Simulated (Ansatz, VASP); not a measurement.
## Two plane-wave programs on Si4W

```xyz
5
Lattice="-3.1055 3.1055 1.7960 3.1055 -3.1055 1.7960 3.1055 3.1055 -1.7960" Properties=species:S:1:pos:R:3 pbc="T T T"
Si    0.7054    1.9568    1.7960
Si    1.1487    3.8109    0.0000
Si    2.4001    1.1487    0.0000
Si    1.9568   -0.7054    1.7960
W     0.0000    0.0000    0.0000
```

Alike in both runs: functional PBE; k mesh 5 × 5 × 5; occupations gaussian, width 0.2 eV; no spin polarisation.

Ansatz relaxed the structure, and its values are those at the end. VASP's run is a single point on that final structure, the one shown.

|  | VASP | Ansatz |
| --- | --- | --- |
| version | VASP 6.6.1 | Ansatz 0.2.0 |
| potentials or method | VASP PAW PBE potentials, release 64 (Si, W_sv), cutoff 500 eV | scalar-relativistic, plane waves, PAW |
| valence electrons in the cell | 30 | 30 |

Ansatz gave:

| Item | Value |
| --- | --- |
| gap on the k mesh at the Fermi level (eV) | none |
| pressure (GPa) | -0.2 |
| rms of the force components (eV/Å) | 0.007 |

Which values does VASP return?

gap on the k mesh at the Fermi level (eV): none; pressure (GPa): -0.2; rms of the force components (eV/Å): 0.008.

A gap of «none» marks a metal or a gap that the smearing closes.

The k mesh is coarse, so the values compare programs but aren't converged. Spin-orbit coupling is off throughout.
